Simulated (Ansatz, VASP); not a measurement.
## One calculation of InB3, two programs

```
CELL_PARAMETERS angstrom
3.32269 1.91835 2.50825
-3.32269 1.91835 2.50825
0.00000 -3.83671 2.50825
ATOMIC_POSITIONS crystal
In 0.32644 0.32644 0.32644
In 0.67356 0.67356 0.67356
B 0.93952 0.32004 0.93952
B 0.93952 0.93952 0.32004
B 0.32004 0.93952 0.93952
B 0.06048 0.67996 0.06048
B 0.67996 0.06048 0.06048
B 0.06048 0.06048 0.67996
```

Alike in both runs: functional PBE; k mesh 6 × 6 × 6; occupations gaussian, width 0.1 eV; no spin polarisation.

Ansatz relaxed the structure, and its values are those at the end. VASP's run is a single point on that final structure, the one shown.

|  | VASP | Ansatz |
| --- | --- | --- |
| version | VASP 6.6.1 | Ansatz 0.2.0 |
| potentials or method | VASP PAW PBE potentials, release 64 (In_d, B), cutoff 520 eV | scalar-relativistic, plane waves, PAW |
| valence electrons in the cell | 44 | 44 |

```csv
,VASP,Ansatz,Ansatz less VASP
gap on the k mesh at the Fermi level (eV),none,none,-
pressure (GPa),0.0,0.0,0.00
```

A gap of «none» marks a metal or a gap that the smearing closes. The functional is the same, so the differences come from potentials, cutoffs and numerics.
